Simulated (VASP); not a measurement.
Crystal: NiO.

```
Ni O
1.0
     1.49091    0.86078    2.43444
    -1.49091    2.58234    0.00000
    -2.98183   -1.72156    2.43444
Ni O
2 2
Direct
  0.00000 0.00000 0.00000
  0.50000 0.50000 0.50000
  0.00000 0.00000 0.50000
  0.50000 0.50000 0.00000
```

Base run:

* Program: VASP 6.6.1
* Functional: PBE
* Potentials or basis: VASP PAW PBE potentials, release 64 (Ni, O)
* Cutoff: 520 eV
* k mesh: 10 × 10 × 6
* Occupations: gaussian, width 0.05 eV
* Spin: collinear spin, ferromagnetic start
* Starting moments: [2.0, 2.0, 0.0, 0.0] μB

Its results: pressure -0.4 GPa; net moment 3.58 μB per cell; site moments Ni +1.47; O +0.28 μB.

**Question.** The run is repeated on the same cell with these changes: spin from collinear spin, ferromagnetic start to collinear spin, antiferromagnetic start; moments at the start from [2.0, 2.0, 0.0, 0.0] to [2.0, -2.0, 0.0, 0.0]. What comes out?

**Answer.** Pressure -0.8 GPa; net moment 0.00 μB per cell; site moments Ni +1.43, -1.43; O -0.08, +0.08 μB.
